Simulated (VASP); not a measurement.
# KBr: single point with LDA

The system is KBr.

```
K Br
1.0
     3.76605    0.00000    0.00000
     0.00000    3.76605    0.00000
     0.00000    0.00000    7.53210
K Br
2 2
Direct
  0.00000 0.00000 0.00000
  0.00000 0.00000 0.50000
  0.50000 0.50000 0.25000
  0.50000 0.50000 0.75000
```

```yaml
Program: VASP 6.6.1
Task: single point
Functional: LDA
Potentials_or_basis: VASP PAW LDA potentials, release 64 (K_sv, Br)
Cutoff: 520 eV
k_mesh: 6 × 6 × 4
Occupations: gaussian, width 0.05 eV
Spin: no spin polarisation
```

```
Pressure               : 1.5 GPa
Band gap on the k mesh : 4.25 eV
```

Levels at points of the mesh, in eV from the valence-band top:
| k point | band 12 | band 13 | band 14 | band 15 | band 16 | band 17 | band 18 | band 19 | band 20 | band 21 |
| --- | --- | --- | --- | --- | --- | --- | --- | --- | --- | --- |
| (0.00, 0.00, 0.00) | -0.38 | -0.38 | -0.34 | -0.34 | -0.34 | 4.25 | 5.20 | 5.20 | 6.80 | 7.04 |
| (0.50, 0.00, 0.00) | -1.87 | -1.87 | -0.38 | -0.38 | 0.00 | 4.86 | 6.38 | 6.80 | 7.04 | 7.88 |
| (0.50, 0.50, 0.00) | -2.12 | -2.12 | -1.87 | -1.87 | 0.00 | 4.86 | 6.38 | 7.59 | 7.59 | 7.59 |
| (0.00, 0.00, 0.50) | -1.77 | -0.36 | -0.36 | -0.36 | -0.36 | 5.56 | 5.56 | 5.75 | 5.75 | 6.96 |
| (0.50, 0.00, 0.50) | -2.34 | -1.22 | -1.22 | -0.20 | -0.20 | 6.00 | 6.00 | 6.82 | 6.82 | 8.67 |
| (0.50, 0.50, 0.50) | -1.99 | -1.99 | -1.99 | -1.22 | -1.22 | 5.96 | 5.96 | 7.67 | 7.67 | 7.67 |

Wall time 72 s on 1 thread of Intel(R) Xeon(R) Platinum 8259CL CPU @ 2.50GHz (Skylake/Cascade Lake) (shared host), peak memory 0.2 GiB.

A k mesh can miss the band edges.
